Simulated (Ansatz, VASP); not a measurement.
# O in VASP and in Ansatz

File INCAR:

```
PREC = Accurate ; ENCUT = 520
EDIFF = 1E-6 ; ISMEAR = -1
SIGMA = 0.05 ; LREAL = F
LASPH = T ; NELM = 80
ALGO = Normal ; ISIF = 2
LWAVE = F ; LCHARG = F
NBANDS = 13
```

The input KPOINTS:

```
Automatic mesh
0
Gamma
  10 10 7
```

Contents of POSCAR:

```
O
1.0
    2.8702868662     -1.6734256379      0.0000000000
    2.8702868662      1.6734256379      0.0000000000
   -2.4103494245      0.0000000000      3.6712035365
O
2
Direct
    0.9745461700      0.9745461700      0.8444259800
    0.0254538300      0.0254538300      0.1555740200
```

The input input.yaml:

```yaml
crystal:
  lattice:
    - [2.8702868662, -1.6734256379, 0.0]
    - [2.8702868662, 1.6734256379, 0.0]
    - [-2.4103494245, 0.0, 3.6712035365]
  atoms:
    - { symbol: O, position: [0.97454617, 0.97454617, 0.84442598] }
    - { symbol: O, position: [0.02545383, 0.02545383, 0.15557402] }
kpoints:
  mp_grid: { grid: [10, 10, 7] }
scf:
  occupations: { method: fermi_dirac, width: 0.05 }
hamiltonian:
  xc: lda
  pseudopotentials: { kind: all_electron, lapw: { basis_error: 0.001 } }
output:
  forces: true
  stress: true
  eigenvalues: true
```

Change from the starting cell: volume scaled by 1.02.

Alike in both runs: task single point; functional LDA; k mesh 10 × 10 × 7; occupations fermi-dirac, width 0.05 eV; no spin polarisation.

```csv
,VASP,Ansatz
version,VASP 6.6.1,Ansatz 0.2.0
potentials or method,"VASP PAW LDA potentials, release 64 (O), cutoff 520 eV","all-electron LAPW, scalar-relativistic"
```

Ansatz gave:

```
gap on the k mesh at the Fermi level (eV)                     : none
pressure (GPa)                                                : -7.0
traceless stress, the component that is largest in VASP (GPa) : 3.65
rms of the force components (eV/Å)                            : 1.043
```

Q: Estimate VASP's values.

A: gap on the k mesh at the Fermi level (eV): none; pressure (GPa): -5.1; traceless stress, the component that is largest in VASP (GPa): 2.37; rms of the force components (eV/Å): 0.368.

LDA's correlation is that of Perdew and Zunger in VASP and of Perdew and Wang (1992) in Ansatz. Atom by atom the forces differ by 0.681 eV/Å (rms over components). A gap of «none» marks a metal or a gap that the smearing closes. Ansatz ran all-electron here, and VASP with PAW potentials.

Noted on VASP's run: the standard files for N, O and F lose accuracy on very short bonds; spin is off for a triplet molecule. Noted on Ansatz's run: spin is off for a triplet molecule.
